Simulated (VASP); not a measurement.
Os, 2 atoms in the cell. It takes space group P6_3/mmc (No. 194, hexagonal). Conventional cell: a = 2.716 Å, b = 2.716 Å, c = 4.291 Å, α = 90.00°, β = 90.00°, γ = 120.00°. Os (site symmetry -6m2) has 12 Os at 2.66 to 2.72 Å within 3.5 Å. 

```yaml
Program: VASP 6.6.1
Task: single point
Functional: PBEsol-based global hybrid with 25 % exact exchange
Potentials_or_basis: VASP PAW PBE potentials, release 64 (Os)
Cutoff: 520 eV
k_mesh: 6 × 6 × 3
Occupations: fermi-dirac, width 0.05 eV
Spin: no spin polarisation
Dipole_correction: no
Grid_for_exact_exchange_PRECFOCK: Normal
Share_of_exact_exchange: 0.25
Further_INCAR_settings: ALGO = Normal; EDIFF = 1e-06; NBANDS = 15
```

Potentials or basis: VASP PAW PBE potentials, release 64 (Os).

Launch:

```sh
$ cat potpaw_PBE.64/Os/POTCAR > POTCAR
$ cp INCAR.step1 INCAR
$ mpirun -np 1 vasp_std > vasp.out
$ cp INCAR.step2 INCAR
$ mpirun -np 1 vasp_std > vasp.out
```

Hardware: 1 thread of Intel(R) Xeon(R) Platinum 8488C (Sapphire Rapids), on a shared host.

Question: How long does it take, and how much memory?

Answer: It took 8.5 min on 1 thread of Intel(R) Xeon(R) Platinum 8488C (Sapphire Rapids), with other jobs on the host, peak memory 0.16 GiB. Counts: k points 14.
